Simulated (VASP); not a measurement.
Input of a VASP 6.6.1 run:

Contents of INCAR:

```
ALGO     = Fast           # electronic algorithm
EDIFF    = 1E-7           # SCF threshold, eV
ENCUT    = 520            # plane-wave cutoff, eV
GGA      = PS             # functional
ISIF     = 2              # what is computed and relaxed
ISMEAR   = 0              # smearing method
LASPH    = T              # aspherical terms in the spheres
LCHARG   = T              # write CHGCAR
LELF     = T              # ELF
LREAL    = F              # projectors in reciprocal space
LVHAR    = T            
LWAVE    = F              # write WAVECAR
NBANDS   = 11             # bands
NELM     = 100            # most SCF steps
PREC     = Accurate       # precision mode
SIGMA    = 0.1            # smearing width, eV
```

The input KPOINTS:

```
k-points
0
Gamma
  9 9 8
```

The input POSCAR:

```
Pd
1.0
    2.6468131506      0.0000000000      0.0000000000
   -1.3234065753      2.2922074275      0.0000000000
    0.0000000000      0.0000000000      2.5977068162
Pd
1
Direct
    0.0000000000      0.0000000000      0.0000000000
```

Potentials or basis: VASP PAW PBE potentials, release 64 (Pd).

Command:

```console
$ cat potpaw_PBE.64/Pd/POTCAR > POTCAR
$ mpirun -np 1 vasp_std > vasp.out
```

Q: Predict the pressure.

A: -0.5 GPa.

Q: Estimate the band gap on the k mesh.

A: Zero (bands 5 and 6 overlap by 2.08 eV).

Stress tensor (GPa, compression positive):
```
-0.46  0.00  0.00
 0.00 -0.46  0.00
 0.00  0.00 -0.56
```

Caveat: the PAW data sets were made with another functional, which shifts forces and pressure a little.
